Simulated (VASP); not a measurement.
# W (R-3m) in VASP: a series of runs

Runs on W. Level: r2SCAN. Tasks: single point.

Everything below comes from runs of VASP 6.6.1. Logs are shortened: lines on timing, memory, paths and dates and some standing lists are left out, and cuts for length are marked.

### Step 1. The cell of the first run

The structure is trigonal, space group R-3m (No. 166). The conventional cell has a = 3.218 Å, b = 3.218 Å, c = 5.597 Å, α = 90.00°, β = 90.00°, γ = 120.00°. Within 3.5 Å of W (site symmetry -3m) lie 12 W at 2.63 to 3.22 Å.

### Step 2. Single point, r2SCAN

Contents of POSCAR:

```
W
1.0
   -0.4399297452      1.8355689370      1.8355689370
    1.8355689370     -0.4399297452      1.8355689370
    1.8355689370      1.8355689370     -0.4399297452
W
1
Direct
    0.0000000000      0.0000000000      0.0000000000
```

Contents of INCAR.step1:

```
SYSTEM = W
PREC = Accurate ; ENCUT = 520
ISMEAR = 0 ; SIGMA = 0.15
LREAL = .FALSE. ; LASPH = .TRUE.
NELM = 100 ; NBANDS = 13
GGA = PE ; ALGO = Normal
EDIFF = 1E-4 ; LWAVE = .TRUE.
LCHARG = .FALSE.
```

Contents of INCAR.step2:

```
SYSTEM = W
PREC = Accurate ; ENCUT = 520
EDIFF = 1E-6 ; ISMEAR = 0
SIGMA = 0.15 ; LREAL = .FALSE.
LASPH = .TRUE. ; NELM = 100
ALGO = Normal ; ISIF = 2
LWAVE = .FALSE. ; LCHARG = .TRUE.
METAGGA = R2SCAN ; LMIXTAU = .TRUE.
LELF = .TRUE. ; LVHAR = .TRUE.
NBANDS = 13 ; ISTART = 1
```

Contents of KPOINTS:

```
regular mesh
0
G
  22 22 22
  0 0 0
```

Potentials or basis: VASP PAW PBE potentials, release 64 (W_sv).

The run is started by

```sh
$ cat potpaw_PBE.64/W_sv/POTCAR > POTCAR
$ cp INCAR.step1 INCAR
$ mpirun -np 1 vasp_std > vasp.out
$ cp INCAR.step2 INCAR
$ mpirun -np 1 vasp_std > vasp.out
```

OUTCAR:

```text
SYSTEM = W
   PREC = Accurate
   ENCUT = 520
   EDIFF = 1E-6
   ISMEAR = 0
   LREAL = .FALSE.
   LASPH = .TRUE.
   NELM = 100
   ISIF = 2
   METAGGA = R2SCAN
   ISTART = 1

 ion  position               nearest neighbor table
   1  0.000  0.000  0.000-

  LATTYP: Found a trigonal (rhomboedric) cell.
 ALAT       =     2.6329004587
 COS(alpha) =     0.2530624440

  Lattice vectors:

 A1 = (  -0.4399297452,   1.8355689370,   1.8355689370)
 A2 = (   1.8355689370,  -0.4399297452,   1.8355689370)
 A3 = (   1.8355689370,   1.8355689370,  -0.4399297452)

Analysis of symmetry for initial positions (statically):
=====================================================================
 Subroutine PRICEL returns:
 Original cell was already a primitive cell.

 Routine SETGRP: Setting up the symmetry group for a
 trigonal (rhombohedral) supercell.

 Subroutine GETGRP returns: Found 12 space group operations
 (whereof 12 operations were pure point group operations)
 out of a pool of 12 trial point group operations.

The static configuration has the point symmetry D_3d.

Analysis of symmetry for dynamics (positions and initial velocities):
=====================================================================
 Subroutine PRICEL returns:
 Original cell was already a primitive cell.

 Routine SETGRP: Setting up the symmetry group for a
 trigonal (rhombohedral) supercell.

 Subroutine GETGRP returns: Found 12 space group operations
 (whereof 12 operations were pure point group operations)
 out of a pool of 12 trial point group operations.

The dynamic configuration has the point symmetry D_3d.

 Subroutine INISYM returns: Found 12 space group operations
 (whereof 12 operations are pure point group operations),
 and found     1 'primitive' translations

----------------------------------------------------------------------------------------

                                     Primitive cell

  volume of cell :      16.7309

  direct lattice vectors                    reciprocal lattice vectors
    -0.439929745  1.835568937  1.835568937    -0.189815484  0.249648625  0.249648625
     1.835568937 -0.439929745  1.835568937     0.249648625 -0.189815484  0.249648625
     1.835568937  1.835568937 -0.439929745     0.249648625  0.249648625 -0.189815484

  length of vectors
     2.632900459  2.632900459  2.632900459     0.400847589  0.400847589  0.400847589

  position of ions in fractional coordinates (direct lattice)
     0.000000000  0.000000000  0.000000000

  ion indices of the primitive-cell ions
   primitive index   ion index
                 1           1

----------------------------------------------------------------------------------------

 KPOINTS: regular mesh

Automatic generation of k-mesh.
 Grid dimensions read from file:
 generate k-points for:   22   22   22

 Generating k-lattice:

  Cartesian coordinates                     Fractional coordinates (reciprocal lattice)
    -0.008627977  0.011347665  0.011347665     0.045454545  0.000000000 -0.000000000
     0.011347665 -0.008627977  0.011347665     0.000000000  0.045454545 -0.000000000
     0.011347665  0.011347665 -0.008627977     0.000000000  0.000000000  0.045454545

  Length of vectors
     0.018220345  0.018220345  0.018220345

  Shift w.r.t. Gamma in fractional coordinates (k-lattice)
     0.000000000  0.000000000  0.000000000

 Subroutine IBZKPT returns following result:
 ===========================================

 Found   1024 irreducible k-points:

 Following reciprocal coordinates:
            Coordinates               Weight
  0.000000  0.000000  0.000000      1.000000
  0.045455  0.000000  0.000000      6.000000
  0.090909  0.000000  0.000000      6.000000
  0.136364  0.000000  0.000000      6.000000
  0.181818  0.000000 -0.000000      6.000000
  0.227273  0.000000  0.000000      6.000000
[... 16 lines left out ...]
  0.500000  0.045455  0.000000     12.000000
 -0.454545  0.045455  0.000000     12.000000
 [... further k-points ...]
   k-points           NKPTS =   1024   k-points in BZ     NKDIM =   1024   number of bands    NBANDS=     13
   number of dos      NEDOS =    301   number of ions     NIONS =      1
   total plane-waves  NPLWV =   8000
   dimension x,y,z NGX =    20 NGY =   20 NGZ =   20
   dimension x,y,z NGXF=    40 NGYF=   40 NGZF=   40
   ions per type =               1
   NGX,Y,Z   is equivalent  to a cutoff of  12.63, 12.63, 12.63 a.u.
   NGXF,Y,Z  is equivalent  to a cutoff of  25.26, 25.26, 25.26 a.u.
 SYSTEM =  W
   PREC   = accura    normal or accurate (medium, high low for compatibility)
   ISTART =      1    job   : 0-new  1-cont  2-samecut
   ICHARG =      0    charge: 1-file 2-atom 10-const
   ISPIN  =      1    spin polarized calculation?
   LNONCOLLINEAR =      F non collinear calculations
   LSORBIT =      F    spin-orbit coupling
   LASPH  =      T    aspherical Exc in radial PAW
   ENCUT  =  520.0 eV  38.22 Ry    6.18 a.u.   4.90  4.90  4.90*2*pi/ulx,y,z
   NELM   =    100;   NELMIN=  2; NELMDL=  0     # of ELM steps
   EDIFF  = 0.1E-05   stopping-criterion for ELM
   LREAL  =      F    real-space projection
   EDIFFG = 0.1E-04   stopping-criterion for IOM
   NSW    =      0    number of steps for IOM
   IBRION =     -1    ionic relax: 0-MD 1-quasi-New 2-CG
   NFREE  =      0    steps in history (QN), initial steepest desc. (CG)
   ISIF   =      2    stress and relaxation
   ISYM   =      2    0-nonsym 1-usesym 2-fastsym
   POTIM  = 0.5000    time-step for ionic-motion
   TEBEG  =    0.0;   TEEND  =   0.0 temperature during run
   PSTRESS=    0.0 pullay stress
   NELECT =      14.0000    total number of electrons
   NUPDOWN=      -1.0000    fix difference up-down
   EMIN   =  10.00;   EMAX   =-10.00  energy-range for DOS
   EFERMI =   0.00;   METHOD = LEGACY
   ISMEAR =     0;   SIGMA  =   0.15  broadening in eV -4-tet -1-fermi 0-gaus
   EFERMI_NEDOS =   21; number of points for ismear=-14 and -15
   IALGO  =     38    algorithm
   IMIX   =      4    mixing-type and parameters
     AMIX     =   0.40;   BMIX     =  1.00
     AMIX_MAG =   1.60;   BMIX_MAG =  1.00
  volume/ion in A,a.u.               =      16.73       112.91
  Fermi-wavevector in a.u.,A,eV,Ry     =   1.542688  2.915258 32.380324  2.379887
  Thomas-Fermi vector in A             =   2.648457
   LORBIT       =      0    0 simple, 1 ext, 2 COOP (PROOUT), +10 PAW based schemes
   METAGGA = R2SCAN    functional components
   LHFCALC =     F    Hartree Fock is set to
   AEXX    =    0.0000 exact exchange contribution
   IVDW    =     0    specifies the selected vdW correction
   LEPSILON=     F    determine dielectric tensor
   LRPA    =     F    only Hartree local field effects (RPA)
 non-spin polarized calculation
 Gauss-broadening in eV      SIGMA  =   0.15
  energy-cutoff  :      520.00
  volume of cell :       16.73
 maximum number of plane-waves:       468
   NGX =  9   NGY =  9   NGZ =  9

 number of electron      13.9999998 magnetization

 Free energy of the ion-electron system (eV)
  ---------------------------------------------------
  ext. energy  EPLUGINS =         0.00000000
  ---------------------------------------------------
  free energy    TOTEN  =       -50.54618390 eV

  energy without entropy =      -50.53880764  energy(sigma->0) =      -50.54249577

 E-fermi :  10.4946     XC(G=0): -14.4984

 val. band max:       10.4944327124   @ k =  -0.2727   0.1818   0.1818
 cond. band min:      10.4961492890   @ k =  -0.2273   0.1818   0.1818
 fundamental gap:      0.0017165766
 Fermi energy:        10.4946373567

 k-point     1 :       0.0000    0.0000    0.0000
  band No.  band energies     occupation
      1     -65.5332      2.00000
      2     -28.5241      2.00000
      3     -28.5241      2.00000
      4     -28.1133      2.00000
      5       0.8372      2.00000
      6       6.6609      2.00000
      7       6.6609      2.00000
      8      14.1172      0.00000
      9      14.3312      0.00000
     10      14.3313      0.00000
     11      23.8893      0.00000
     12      27.4413      0.00000
     13      27.4413      0.00000

 k-point     2 :       0.0455    0.0000    0.0000
  band No.  band energies     occupation
      1     -65.5307      2.00000
      2     -28.5437      2.00000
      3     -28.5226      2.00000
      4     -28.1253      2.00000
      5       0.9193      2.00000
      6       6.6771      2.00000
      7       6.7108      2.00000
      8      14.0695      0.00000
      9      14.2498      0.00000
     10      14.3049      0.00000
     11      24.0395      0.00000
     12      27.2453      0.00000
     13      27.6463      0.00000

 k-point     3 :       0.0909    0.0000    0.0000
  band No.  band energies     occupation
      1     -65.5234      2.00000
      2     -28.6072      2.00000
      3     -28.5184      2.00000
      4     -28.1534      2.00000
      5       1.1582      2.00000
      6       6.7231      2.00000
      7       6.8563      2.00000
      8      13.9300      0.00000
      9      14.0274      0.00000
     10      14.2524      0.00000
     11      24.4462      0.00000
     12      26.6972      0.00000
     13      28.2393      0.00000
[... 305 lines left out ...]
 k-point    23 :       0.5000    0.0455    0.0000
  band No.  band energies     occupation
      1     -65.4079      2.00000
      2     -29.8473      2.00000
      3     -28.4647      2.00000
      4     -28.2316      2.00000
      5       4.4736      2.00000
      6       7.0291      2.00000
      7       9.5290      2.00000
      8      12.8471      0.00000
      9      13.7866      0.00000
     10      13.8951      0.00000
     11      21.1183      0.00000
     12      26.0214      0.00000
     13      26.7320      0.00000

 k-point    24 :      -0.4545    0.0455    0.0000
  band No.  band energies     occupation
      1     -65.4100      2.00000
      2     -29.8240      2.00000
      3     -28.4681      2.00000
      4     -28.2333      2.00000
      5       4.4322      2.00000
      6       7.0279      2.00000
      7       9.5599      2.00000
      8      12.9105      0.00000
      9      13.7494      0.00000
     10      13.8271      0.00000
     11      21.0181      0.00000
     12      26.0932      0.00000
     13      26.7482      0.00000

 [... further k-points ...]
[... 5 lines left out ...]
  --------------------------------------------------------------------------------------
  -------------------------------------------------------------------------------------
  Total        0.4735016      0.4735016      0.4735016      1.5812090      1.5812090      1.5812090
  in kB       45.3433852     45.3433852     45.3433852    151.4194793    151.4194793    151.4194793
  external PRESSURE =      45.3433852 kB  Pullay stress =       0.0000000 kB

 VOLUME and BASIS-vectors are now :
 -----------------------------------------------------------------------------
  energy-cutoff  :      520.00
  volume of cell :       16.73
      direct lattice vectors                 reciprocal lattice vectors
    -0.439929745  1.835568937  1.835568937    -0.189815484  0.249648625  0.249648625
     1.835568937 -0.439929745  1.835568937     0.249648625 -0.189815484  0.249648625
     1.835568937  1.835568937 -0.439929745     0.249648625  0.249648625 -0.189815484

 POSITION                                       TOTAL-FORCE (eV/Angst)
 -----------------------------------------------------------------------------------
      0.00000      0.00000      0.00000         0.000000     -0.000000     -0.000000
 -----------------------------------------------------------------------------------
    total drift:                                0.000000     -0.000000      0.000000

  FREE ENERGIE OF THE ION-ELECTRON SYSTEM (eV)
  ---------------------------------------------------
  free  energy   TOTEN  =       -50.5461838982 eV

  energy  without entropy=      -50.5388076414  energy(sigma->0) =      -50.54249577
```

Wall time 8.2 min (1 thread of Intel Xeon Platinum 8259CL at 2.50GHz (Skylake/Cascade Lake), shared host); peak memory 0.3 GiB.

Results:

```yaml
Free_energy: -50.5462 eV
Pressure: 4.5 GPa
Band_gap_on_the_k_mesh: zero (band 7 reaches 13.71 eV, above the bottom of band 8 at 9.69 eV)
```

Levels at points of the mesh, in eV from the Fermi level:
```tsv
k point	band 4	band 5	band 6	band 7	band 8	band 9	band 10	band 11
(0.00, 0.00, 0.00)	-38.61	-9.66	-3.83	-3.83	3.62	3.84	3.84	13.39
(0.50, 0.00, 0.00)	-38.71	-6.11	-3.50	-0.76	2.22	3.32	3.37	10.64
(0.50, 0.50, 0.00)	-38.80	-6.13	-4.64	3.21	3.29	3.51	7.35	8.34
(0.50, 0.50, 0.50)	-39.67	-5.82	-2.85	-2.85	4.59	7.00	7.00	10.54
```

Caveat: the PAW data sets were made with another functional, which shifts forces and pressure a little; spin-orbit coupling is left out, which moves the levels of the heavy elements.

### Step 3. Single point, r2SCAN

This run uses another cell than the first one, of the same volume but with other edges.

Contents of POSCAR:

```
W
1.0
   -0.2143004400      1.9287039597      1.9287039597
    1.9287039597     -0.2143004400      1.9287039597
    1.9287039597      1.9287039597     -0.2143004400
W
1
Direct
    0.0000000000      0.0000000000      0.0000000000
```

Contents of INCAR.step1:

```
  PREC = Accurate
  ENCUT = 520
  ISMEAR = 0
  SIGMA = 0.15
  LREAL = False
  LASPH = True
  NELM = 100
  NBANDS = 13
  GGA = PE
  ALGO = Normal
  EDIFF = 1E-4
  LWAVE = True
  LCHARG = False
```

Contents of INCAR.step2:

```
  PREC = Accurate
  ENCUT = 520
  EDIFF = 1E-6
  ISMEAR = 0
  SIGMA = 0.15
  LREAL = False
  LASPH = True
  NELM = 100
  ALGO = Normal
  ISIF = 2
  LWAVE = False
  LCHARG = False
  METAGGA = R2SCAN
  LMIXTAU = True
  NBANDS = 13
  ISTART = 1
```

Contents of KPOINTS:

```
regular mesh
0
Gamma
  22 22 22
```

Potentials or basis: VASP PAW PBE potentials, release 64 (W_sv).

The run is started by

```sh
$ cat potpaw_PBE.64/W_sv/POTCAR > POTCAR
$ cp INCAR.step1 INCAR
$ mpirun -np 1 vasp_std > vasp.out
$ cp INCAR.step2 INCAR
$ mpirun -np 1 vasp_std > vasp.out
```

Wall time 9.6 min (1 thread of Intel Xeon Platinum 8259CL at 2.50GHz (Skylake/Cascade Lake), shared host); peak memory 0.3 GiB.

It converged, with:

```
Free energy            : -50.8887 eV
Pressure               : -5.2 GPa
Band gap on the k mesh : zero (band 7 reaches 13.15 eV, above the bottom of band 8 at 9.45 eV)
```

Stress tensor (GPa, compression positive):
```
-5.21  1.58  1.58
 1.58 -5.21  1.58
 1.58  1.58 -5.21
```

Levels at points of the mesh, in eV from the Fermi level:
| k point | band 4 | band 5 | band 6 | band 7 | band 8 | band 9 | band 10 | band 11 |
| --- | --- | --- | --- | --- | --- | --- | --- | --- |
| (0.00, 0.00, 0.00) | -38.58 | -9.56 | -2.12 | -2.12 | 1.46 | 2.96 | 2.96 | 13.13 |
| (0.50, 0.00, 0.00) | -38.76 | -6.08 | -2.27 | -0.28 | 1.09 | 3.67 | 4.94 | 10.29 |
| (0.50, 0.50, 0.00) | -38.97 | -5.78 | -4.87 | 2.85 | 4.32 | 5.09 | 6.36 | 10.19 |
| (0.50, 0.50, 0.50) | -39.24 | -5.73 | -1.65 | -1.65 | 2.13 | 5.74 | 5.74 | 11.62 |

Caveat: the PAW data sets were made with another functional, which shifts forces and pressure a little; spin-orbit coupling is left out, which moves the levels of the heavy elements.
